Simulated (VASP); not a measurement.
A run of VASP 6.6.1 is set up as follows.

INCAR

```
PREC = Accurate
ENCUT = 500
EDIFF = 1E-6
ISMEAR = 0
SIGMA = 0.01
LREAL = F
LASPH = T
NELM = 120
ALGO = Normal
ISIF = 2
LWAVE = F
LCHARG = F
GGA = PS
NBANDS = 8
GGA_COMPAT = F
```

KPOINTS

```
Automatic mesh
0
Gamma
  10 10 10
```

POSCAR

```
H
1.0
   -1.7441204444      1.7550349355      2.1828982220
    1.7550349355     -1.7441204444      2.1828982220
    1.7528902574      1.7528902574     -2.1741284090
H
2
Direct
    0.9130381279      0.9130381279      0.0000000000
    0.0869618721      0.0869618721      0.0000000000
```

Potentials or basis: VASP PAW PBE potentials, release 64 (H).

The run is started by

```console
$ cat potpaw_PBE.64/H/POTCAR > POTCAR
$ mpirun -np 1 vasp_std > vasp.out
```

Question: What does it give for the largest force?

Answer: 0.006 eV/Å.

Question: Estimate the band gap on the k mesh.

Answer: 8.84 eV (least direct gap 9.50 eV).

Question: Predict the pressure.

Answer: -0.2 GPa.

Forces in eV/Å, atoms in the order of the input:
```
H    0.000  0.000 -0.006
H    0.000  0.000  0.006
```

Caveat: the cell differs from its parent crystal (equal xy, yz and zx engineering shears of +0.5 %); this functional lacks dispersion, which holds the molecules together, so the pressure and a relaxed volume are unreliable; the PAW data sets were made with another functional, which shifts forces and pressure a little. A k mesh can miss the band edges.
